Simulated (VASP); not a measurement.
# CdTe (F-43m) in VASP: notebook

The runs below take CdTe through single point, with PBE+D4.

Everything below comes from runs of VASP 6.6.1. Logs are shortened: lines on timing, memory, paths and dates and some standing lists are left out, and cuts for length are marked.

## 1. The cell of the first run

It takes space group F-43m (No. 216, cubic). The conventional cell has a = 5.969 Å, b = 5.969 Å, c = 5.969 Å, α = 90.00°, β = 90.00°, γ = 90.00°. Cd (site symmetry -43m) has 4 Te at 2.58 Å within 3.4 Å. Te (site symmetry -43m) has 4 Cd at 2.58 Å within 3.4 Å.

## 2. Single point, PBE+D4

Input file INCAR:

```
PREC     = Accurate       # precision mode
ENCUT    = 500            # plane-wave cutoff, eV
EDIFF    = 1E-6           # SCF threshold, eV
ISMEAR   = 0              # smearing method
SIGMA    = 0.01           # smearing width, eV
LREAL    = False          # projectors in reciprocal space
LASPH    = True           # aspherical terms in the spheres
NELM     = 120            # most SCF steps
ALGO     = Normal         # electronic algorithm
ISIF     = 2              # what is computed and relaxed
LWAVE    = False          # write WAVECAR
LCHARG   = False          # write CHGCAR
GGA      = PE             # functional
IVDW     = 13             # dispersion correction
NBANDS   = 16             # bands
GGA_COMPAT= False
```

Input file KPOINTS:

```
regular mesh
0
Gamma
  5 5 5
```

Input file POSCAR:

```
CdTe
1.0
    0.0000000000      2.9845314597      2.9845314597
    2.9845314597      0.0000000000      2.9845314597
    2.9845314597      2.9845314597      0.0000000000
Cd Te
1 1
Direct
    0.0000000000      0.0000000000      0.0000000000
    0.2500000000      0.2500000000      0.2500000000
```

Potentials or basis: VASP PAW PBE potentials, release 64 (Cd, Te).

Command:

```
$ cat potpaw_PBE.64/Cd/POTCAR potpaw_PBE.64/Te/POTCAR > POTCAR
$ mpirun -np 1 vasp_std > vasp.out
```

OUTCAR:

```text
PREC = Accurate
   ENCUT = 500
   EDIFF = 1E-6
   ISMEAR = 0
   LREAL = False
   LASPH = True
   NELM = 120
   ISIF = 2
   GGA = PE
   IVDW = 13

 ion  position               nearest neighbor table
   1  0.000  0.000  0.000-   2 2.58   2 2.58   2 2.58   2 2.58
   2  0.250  0.250  0.250-   1 2.58   1 2.58   1 2.58   1 2.58

  LATTYP: Found a face centered cubic cell.
 ALAT       =     5.9690629194

  Lattice vectors:

 A1 = (   0.0000000000,   2.9845314597,   2.9845314597)
 A2 = (   2.9845314597,   0.0000000000,   2.9845314597)
 A3 = (   2.9845314597,   2.9845314597,   0.0000000000)

Analysis of symmetry for initial positions (statically):
=====================================================================
 Subroutine PRICEL returns:
 Original cell was already a primitive cell.

 Routine SETGRP: Setting up the symmetry group for a
 face centered cubic supercell.

 Subroutine GETGRP returns: Found 24 space group operations
 (whereof 24 operations were pure point group operations)
 out of a pool of 48 trial point group operations.

The static configuration has the point symmetry T_d .

Analysis of symmetry for dynamics (positions and initial velocities):
=====================================================================
 Subroutine PRICEL returns:
 Original cell was already a primitive cell.

 Routine SETGRP: Setting up the symmetry group for a
 face centered cubic supercell.

 Subroutine GETGRP returns: Found 24 space group operations
 (whereof 24 operations were pure point group operations)
 out of a pool of 48 trial point group operations.

The dynamic configuration has the point symmetry T_d .

 Subroutine INISYM returns: Found 24 space group operations
 (whereof 24 operations are pure point group operations),
 and found     1 'primitive' translations

----------------------------------------------------------------------------------------

                                     Primitive cell

  volume of cell :      53.1690

  direct lattice vectors                    reciprocal lattice vectors
     0.000000000  2.984531460  2.984531460    -0.167530484  0.167530484  0.167530484
     2.984531460  0.000000000  2.984531460     0.167530484 -0.167530484  0.167530484
     2.984531460  2.984531460  0.000000000     0.167530484  0.167530484 -0.167530484

  length of vectors
     4.220764868  4.220764868  4.220764868     0.290171310  0.290171310  0.290171310

  position of ions in fractional coordinates (direct lattice)
     0.000000000  0.000000000  0.000000000
     0.250000000  0.250000000  0.250000000

  ion indices of the primitive-cell ions
   primitive index   ion index
                 1           1
                 2           2

----------------------------------------------------------------------------------------

 KPOINTS: regular mesh

Automatic generation of k-mesh.
 Grid dimensions read from file:
 generate k-points for:    5    5    5

 Generating k-lattice:

  Cartesian coordinates                     Fractional coordinates (reciprocal lattice)
    -0.033506097  0.033506097  0.033506097     0.200000000  0.000000000  0.000000000
     0.033506097 -0.033506097  0.033506097     0.000000000  0.200000000  0.000000000
     0.033506097  0.033506097 -0.033506097     0.000000000  0.000000000  0.200000000

  Length of vectors
     0.058034262  0.058034262  0.058034262

  Shift w.r.t. Gamma in fractional coordinates (k-lattice)
     0.000000000  0.000000000  0.000000000

 Subroutine IBZKPT returns following result:
 ===========================================

 Found     10 irreducible k-points:

 Following reciprocal coordinates:
            Coordinates               Weight
  0.000000  0.000000  0.000000      1.000000
  0.200000  0.000000  0.000000      8.000000
  0.400000  0.000000  0.000000      8.000000
  0.200000  0.200000  0.000000      6.000000
  0.400000  0.200000  0.000000     24.000000
 -0.400000  0.200000  0.000000     24.000000
 -0.200000  0.200000  0.000000     12.000000
  0.400000  0.400000  0.000000      6.000000
 -0.400000  0.400000  0.000000     12.000000
 -0.400000  0.400000  0.200000     24.000000
   k-points           NKPTS =     10   k-points in BZ     NKDIM =     10   number of bands    NBANDS=     16
   number of dos      NEDOS =    301   number of ions     NIONS =      2
   total plane-waves  NPLWV =  32768
   dimension x,y,z NGX =    32 NGY =   32 NGZ =   32
   dimension x,y,z NGXF=    64 NGYF=   64 NGZF=   64
   ions per type =               1   1
   NGX,Y,Z   is equivalent  to a cutoff of  12.60, 12.60, 12.60 a.u.
   NGXF,Y,Z  is equivalent  to a cutoff of  25.21, 25.21, 25.21 a.u.
 SYSTEM =  unknown system
   PREC   = accura    normal or accurate (medium, high low for compatibility)
   ISTART =      0    job   : 0-new  1-cont  2-samecut
   ICHARG =      2    charge: 1-file 2-atom 10-const
   ISPIN  =      1    spin polarized calculation?
   LNONCOLLINEAR =      F non collinear calculations
   LSORBIT =      F    spin-orbit coupling
   LASPH  =      T    aspherical Exc in radial PAW
   ENCUT  =  500.0 eV  36.75 Ry    6.06 a.u.   7.70  7.70  7.70*2*pi/ulx,y,z
   NELM   =    120;   NELMIN=  2; NELMDL= -5     # of ELM steps
   EDIFF  = 0.1E-05   stopping-criterion for ELM
   LREAL  =      F    real-space projection
   EDIFFG = 0.1E-04   stopping-criterion for IOM
   NSW    =      0    number of steps for IOM
   IBRION =     -1    ionic relax: 0-MD 1-quasi-New 2-CG
   NFREE  =      0    steps in history (QN), initial steepest desc. (CG)
   ISIF   =      2    stress and relaxation
   ISYM   =      2    0-nonsym 1-usesym 2-fastsym
   POTIM  = 0.5000    time-step for ionic-motion
   TEBEG  =    0.0;   TEEND  =   0.0 temperature during run
   PSTRESS=    0.0 pullay stress
   NELECT =      18.0000    total number of electrons
   NUPDOWN=      -1.0000    fix difference up-down
   EMIN   =  10.00;   EMAX   =-10.00  energy-range for DOS
   EFERMI =   0.00;   METHOD = LEGACY
   ISMEAR =     0;   SIGMA  =   0.01  broadening in eV -4-tet -1-fermi 0-gaus
   EFERMI_NEDOS =   21; number of points for ismear=-14 and -15
   IALGO  =     38    algorithm
   IMIX   =      4    mixing-type and parameters
     AMIX     =   0.40;   BMIX     =  1.00
     AMIX_MAG =   1.60;   BMIX_MAG =  1.00
  volume/ion in A,a.u.               =      26.58       179.40
  Fermi-wavevector in a.u.,A,eV,Ry     =   1.140984  2.156147 17.712666  1.301844
  Thomas-Fermi vector in A             =   2.277685
   LORBIT       =      0    0 simple, 1 ext, 2 COOP (PROOUT), +10 PAW based schemes
   GGA     = PE    functional components
   LHFCALC =     F    Hartree Fock is set to
   AEXX    =    0.0000 exact exchange contribution
   IVDW    =    13    specifies the selected vdW correction
   LEPSILON=     F    determine dielectric tensor
   LRPA    =     F    only Hartree local field effects (RPA)
 non-spin polarized calculation
 Gauss-broadening in eV      SIGMA  =   0.01
  energy-cutoff  :      500.00
  volume of cell :       53.17
 maximum number of plane-waves:      1363
   NGX = 15   NGY = 15   NGZ = 15

 number of electron      17.9999995 magnetization

 Free energy of the ion-electron system (eV)
  ---------------------------------------------------
  ext. energy  EPLUGINS =         0.00000000
  ---------------------------------------------------
  free energy    TOTEN  =        -3.74017287 eV

  energy without entropy =       -3.74017287  energy(sigma->0) =       -3.74017287

 E-fermi :   5.0795     XC(G=0):  -9.7241

 val. band max:        5.0109208303   @ k =   0.0000   0.0000   0.0000
 cond. band min:       6.5568371800   @ k =   0.0000   0.0000   0.0000
 fundamental gap:      1.5459163497
 Fermi energy:         5.0795098080

 k-point     1 :       0.0000    0.0000    0.0000
  band No.  band energies     occupation
      1      -7.9349      2.00000
      2      -4.5135      2.00000
      3      -4.5135      2.00000
      4      -4.5135      2.00000
      5      -4.0248      2.00000
      6      -4.0248      2.00000
[... 8 lines left out ...]
     15      14.7596      0.00000
     16      14.7596      0.00000

 k-point     2 :       0.2000    0.0000    0.0000
  band No.  band energies     occupation
      1      -7.7043      2.00000
      2      -4.4653      2.00000
      3      -4.4653      2.00000
      4      -4.3627      2.00000
      5      -4.0291      2.00000
      6      -4.0291      2.00000
[... 8 lines left out ...]
     15      13.4215      0.00000
     16      13.4215      0.00000

 k-point     3 :       0.4000    0.0000    0.0000
  band No.  band energies     occupation
      1      -7.3296      2.00000
      2      -4.4037      2.00000
      3      -4.4037      2.00000
      4      -4.0143      2.00000
      5      -4.0143      2.00000
      6      -3.7003      2.00000
[... 8 lines left out ...]
     15      14.8601      0.00000
     16      14.8601      0.00000

 k-point     4 :       0.2000    0.2000    0.0000
  band No.  band energies     occupation
      1      -7.6282      2.00000
      2      -4.4140      2.00000
      3      -4.4140      2.00000
      4      -4.3958      2.00000
      5      -4.0438      2.00000
      6      -4.0058      2.00000
[... 8 lines left out ...]
     15      15.0897      0.00000
     16      15.4969      0.00000

 k-point     5 :       0.4000    0.2000    0.0000
  band No.  band energies     occupation
      1      -7.3049      2.00000
      2      -4.3750      2.00000
      3      -4.3351      2.00000
      4      -4.1528      2.00000
      5      -3.9950      2.00000
      6      -3.7718      2.00000
[... 8 lines left out ...]
     15      15.5952      0.00000
     16      15.8371      0.00000

 k-point     6 :      -0.4000    0.2000    0.0000
  band No.  band energies     occupation
      1      -7.1877      2.00000
      2      -4.3653      2.00000
      3      -4.3335      2.00000
      4      -4.0563      2.00000
      5      -4.0216      2.00000
      6      -3.3100      2.00000
[... 8 lines left out ...]
     15      14.5547      0.00000
     16      15.5025      0.00000

 k-point     7 :      -0.2000    0.2000    0.0000
  band No.  band energies     occupation
      1      -7.4260      2.00000
      2      -4.4073      2.00000
      3      -4.3916      2.00000
      4      -4.1197      2.00000
      5      -4.0507      2.00000
      6      -3.9329      2.00000
[... 8 lines left out ...]
     15      15.2129      0.00000
     16      15.9114      0.00000

 k-point     8 :       0.4000    0.4000    0.0000
  band No.  band energies     occupation
      1      -7.1438      2.00000
      2      -4.2917      2.00000
      3      -4.2255      2.00000
      4      -4.2255      2.00000
      5      -3.9750      2.00000
      6      -3.4962      2.00000
[... 8 lines left out ...]
     15      15.9175      0.00000
     16      18.6296      0.00000

 k-point     9 :      -0.4000    0.4000    0.0000
  band No.  band energies     occupation
      1      -7.0771      2.00000
      2      -4.3163      2.00000
      3      -4.2235      2.00000
      4      -4.1511      2.00000
      5      -3.9942      2.00000
      6      -3.0771      2.00000
[... 8 lines left out ...]
     15      15.5378      0.00000
     16      18.5134      0.00000

 k-point    10 :      -0.4000    0.4000    0.2000
  band No.  band energies     occupation
      1      -7.1198      2.00000
      2      -4.3125      2.00000
      3      -4.2925      2.00000
      4      -4.1068      2.00000
      5      -4.0180      2.00000
      6      -3.2110      2.00000
[... 8 lines left out ...]
     15      15.7859      0.00000
     16      17.8201      0.00000

------------------------ aborting loop because EDIFF is reached ----------------------------------------

  DFT-D4 for vdW energy calculation

  Edisp (eV):   -0.93364

  FORCE on cell =-STRESS in cart. coord.  units (eV):
  Direction    XX          YY          ZZ          XY          YZ          ZX
  --------------------------------------------------------------------------------------
  -------------------------------------------------------------------------------------
  Total       6.74608     6.74608     6.74608    -0.00000    -0.00000     0.00000
  in kB     203.28408   203.28408   203.28408    -0.00000    -0.00000     0.00000
  external pressure =      203.28 kB  Pullay stress =        0.00 kB

 VOLUME and BASIS-vectors are now :
 -----------------------------------------------------------------------------
  energy-cutoff  :      500.00
  volume of cell :       53.17
      direct lattice vectors                 reciprocal lattice vectors
     0.000000000  2.984531460  2.984531460    -0.167530484  0.167530484  0.167530484
     2.984531460  0.000000000  2.984531460     0.167530484 -0.167530484  0.167530484
     2.984531460  2.984531460  0.000000000     0.167530484  0.167530484 -0.167530484

 POSITION                                       TOTAL-FORCE (eV/Angst)
 -----------------------------------------------------------------------------------
      0.00000      0.00000      0.00000         0.000000     -0.000000      0.000000
      1.49227      1.49227      1.49227        -0.000000      0.000000     -0.000000
 -----------------------------------------------------------------------------------
    total drift:                               -0.000000     -0.000000      0.000000

  FREE ENERGIE OF THE ION-ELECTRON SYSTEM (eV)
  ---------------------------------------------------
  free  energy   TOTEN  =        -4.6738121686 eV

  energy  without entropy=       -4.6738121686  energy(sigma->0) =       -4.67381217
```

Wall time 18 s (1 thread of Intel Xeon 8259CL, shared host); peak memory 0.17 GiB.

What came out:

- Free energy: -4.6738 eV
- Pressure: 20.3 GPa
- Band gap on the k mesh: 1.55 eV
- Dispersion energy per atom: -0.467 eV

Levels at points of the mesh, in eV from the valence-band top:
```tsv
k point	band 7	band 8	band 9	band 10	band 11	band 12
(0.00, 0.00, 0.00)	0.00	0.00	0.00	1.55	4.29	4.29
```

Caveat: the cell stands under pressure; spin-orbit coupling is left out, which moves the levels of the heavy elements; an odd mesh through Γ misses points on the zone boundary, where band edges can lie.

## 3. Single point, PBE+D4

This run uses another cell than the first one, of 29.31 Å³/atom.

Input file INCAR:

```
  PREC = Accurate
  ENCUT = 500
  EDIFF = 1E-6
  ISMEAR = 0
  SIGMA = 0.01
  LREAL = F
  LASPH = T
  NELM = 120
  ALGO = Normal
  ISIF = 2
  LWAVE = F
  LCHARG = T
  GGA = PE
  IVDW = 13
  LELF = T
  LVHAR = T
  NBANDS = 16
  GGA_COMPAT = F
```

Input file KPOINTS:

```
Automatic mesh
0
Gamma
  5 5 5
```

Input file POSCAR:

```
CdTe
1.0
    0.0000000000      3.0832116633      3.0832116633
    3.0832116633      0.0000000000      3.0832116633
    3.0832116633      3.0832116633      0.0000000000
Cd Te
1 1
Direct
    0.0000000000      0.0000000000      0.0000000000
    0.2500000000      0.2500000000      0.2500000000
```

Potentials or basis: VASP PAW PBE potentials, release 64 (Cd, Te).

Command:

```
$ cat potpaw_PBE.64/Cd/POTCAR potpaw_PBE.64/Te/POTCAR > POTCAR
$ mpirun -np 1 vasp_std > vasp.out
```

Wall time 18 s (1 thread of Intel Xeon 8259CL, shared host); peak memory 0.18 GiB.

It converged, with:

- Free energy: -5.1795 eV
- Pressure: 10.2 GPa
- Band gap on the k mesh: 1.24 eV
- Dispersion energy per atom: -0.420 eV

Levels at points of the mesh, in eV from the valence-band top:
```
           k point  band 7  band 8  band 9  band 10  band 11  band 12
(0.00, 0.00, 0.00)    0.00    0.00    0.00     1.24     4.45     4.45
```

Caveat: the cell stands under pressure; spin-orbit coupling is left out, which moves the levels of the heavy elements.

## 4. Single point, PBE+D4

This run uses another cell than the first one, of 31.37 Å³/atom.

Input file INCAR:

```
SYSTEM = CdTe
ALGO     = Normal         ! electronic algorithm
EDIFF    = 1E-6           ! SCF threshold, eV
ENCUT    = 500            ! plane-wave cutoff, eV
GGA      = PE             ! functional
GGA_COMPAT= .FALSE.      
ISIF     = 2              ! what is computed and relaxed
ISMEAR   = 0              ! smearing method
IVDW     = 13             ! dispersion correction
LASPH    = .TRUE.         ! aspherical terms in the spheres
LCHARG   = .TRUE.         ! write CHGCAR
LELF     = .TRUE.         ! ELF
LREAL    = .FALSE.        ! projectors in reciprocal space
LVHAR    = .TRUE.       
LWAVE    = .FALSE.        ! write WAVECAR
NBANDS   = 16             ! bands
NELM     = 120            ! most SCF steps
PREC     = Accurate       ! precision mode
SIGMA    = 0.01           ! smearing width, eV
```

Input file KPOINTS:

```
k-points
0
G
  5 5 5
  0 0 0
```

Input file POSCAR:

```
CdTe
1.0
    0.0000000000      3.1536737861      3.1536737861
    3.1536737861      0.0000000000      3.1536737861
    3.1536737861      3.1536737861      0.0000000000
Cd Te
1 1
Direct
    0.0000000000      0.0000000000      0.0000000000
    0.2500000000      0.2500000000      0.2500000000
```

Command:

```
$ cat potpaw_PBE.64/Cd/POTCAR potpaw_PBE.64/Te/POTCAR > POTCAR
$ mpirun -np 1 vasp_std > vasp.out
```

Run time: 22 s. Hardware: 1 thread of Intel Xeon 8259CL, shared host; peak memory 0.2 GiB.

Results (log left out):

| Property | Result |
| --- | --- |
| Free energy | -5.3736 eV |
| Pressure | 5.2 GPa |
| Band gap on the k mesh | 1.02 eV |
| Dispersion energy per atom | -0.390 eV |

Levels at points of the mesh, in eV from the valence-band top:
```tsv
k point	band 7	band 8	band 9	band 10	band 11	band 12
(0.00, 0.00, 0.00)	0.00	0.00	0.00	1.02	4.53	4.53
```

Caveat: the cell stands under pressure; spin-orbit coupling is left out, which moves the levels of the heavy elements. A hybrid or GW would open this gap; PBE tends to underestimate it.

## 5. The runs side by side

| cell | gap on the mesh (eV) | pressure (GPa) |
| --- | --- | --- |
| a = 4.221 Å, angles 60.0°, 2 atoms | 1.55 | 20.3 |
| a = 4.360 Å, angles 60.0°, 2 atoms | 1.24 | 10.2 |
| a = 4.460 Å, angles 60.0°, 2 atoms | 1.02 | 5.2 |

Alike in all rows: task single point; level PBE+D4; potentials or basis VASP PAW PBE potentials, release 64 (Cd, Te); no spin polarisation; k mesh 5 × 5 × 5; cutoff (eV) 500; smearing gaussian 0.01 eV.

Caveats: the cell stands under pressure; spin-orbit coupling is left out, which moves the levels of the heavy elements; an odd mesh through Γ misses points on the zone boundary, where band edges can lie (at least some runs).

Absolute energies hang on the potentials; compare differences alone.
